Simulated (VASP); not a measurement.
Here is a VASP 6.6.1 calculation.

The input INCAR:

```
SYSTEM = GaP
  PREC = Accurate
  ENCUT = 600
  EDIFF = 1E-6
  ISMEAR = -1
  SIGMA = 0.1
  LREAL = .False.
  LASPH = .True.
  NELM = 60
  ALGO = Normal
  ISIF = 3
  LWAVE = .False.
  LCHARG = .False.
  GGA = CA
  IBRION = 2
  NSW = 100
  EDIFFG = -0.002
```

The input KPOINTS:

```
Automatic mesh
0
Gamma
  10 10 10
  0 0 0
```

File POSCAR:

```
GaP
1.0
    0.0000000000      2.7252500000      2.7252500000
    2.7252500000      0.0000000000      2.7252500000
    2.7252500000      2.7252500000      0.0000000000
Ga P
1 1
Direct
    0.0000000000      0.0000000000      0.0000000000
    0.7500000000      0.7500000000      0.7500000000
```

Potentials or basis: VASP PAW LDA potentials, release 64 (Ga_d, P).

The run is started by

```bash
$ cat potpaw_LDA.64/Ga_d/POTCAR potpaw_LDA.64/P/POTCAR > POTCAR
$ mpirun -np 1 vasp_std > vasp.out
```

(1) Predict the band gap on the k mesh.

(2) What does it give for the relaxed cell?

(3) Predict the relaxed volume.

(4) Predict the space group after relaxing (to 0.05 Å).

Results:

(1) 1.40 eV, indirect (least direct gap 1.90 eV).

(2) a = 3.814 Å, b = 3.814 Å, c = 3.814 Å, α = 60.00°, β = 60.00°, γ = 60.00°.

(3) 19.61 Å³/atom.

(4) F-43m (No. 216).
